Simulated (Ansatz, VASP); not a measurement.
**One calculation of C, two programs**

INCAR

```
ALGO = Normal
EDIFF = 1E-6
ENCUT = 520
GGA = PE
ISIF = 2
ISMEAR = -1
LASPH = True
LCHARG = True
LELF = True
LREAL = False
LVHAR = True
LWAVE = False
NBANDS = 8
NELM = 60
PREC = Accurate
SIGMA = 0.03
```

Contents of KPOINTS:

```
k-points
0
Gamma
  15 15 15
```

POSCAR

```
C
1.0
    1.7515661725      0.0000000000      0.0000000000
    0.0000000000      1.7515661725      0.0000000000
    0.0000000000      0.0000000000      1.7515661725
C
1
Direct
    0.0000000000      0.0000000000      0.0000000000
```

Input for Ansatz:

```yaml
crystal:
  lattice:
    - [1.7515661725, 0.0, 0.0]
    - [0.0, 1.7515661725, 0.0]
    - [0.0, 0.0, 1.7515661725]
  atoms:
    - { symbol: C, position: [0.0, 0.0, 0.0] }
kpoints:
  mp_grid: { grid: [15, 15, 15] }
scf:
  occupations: { method: fermi_dirac, width: 0.03 }
hamiltonian:
  xc: pbe
  pseudopotentials: { kind: all_electron, lapw: { basis_error: 0.001 } }
output:
  forces: true
  stress: true
  eigenvalues: true
```

Change from the starting cell: volume scaled by 0.96.

Alike in both runs: task single point; functional PBE; k mesh 15 × 15 × 15; occupations fermi-dirac, width 0.03 eV; no spin polarisation.

```csv
,VASP,Ansatz
version,VASP 6.6.1,Ansatz 0.2.0
potentials or method,"VASP PAW PBE potentials, release 64 (C), cutoff 520 eV","all-electron LAPW, scalar-relativistic"
```

Ansatz gave:

| Quantity | Value |
| --- | --- |
| pressure (GPa) | 13.2 |

What did VASP give for the same quantities?

Pressure (GPa): 13.6.

Ansatz ran all-electron here, and VASP with PAW potentials.
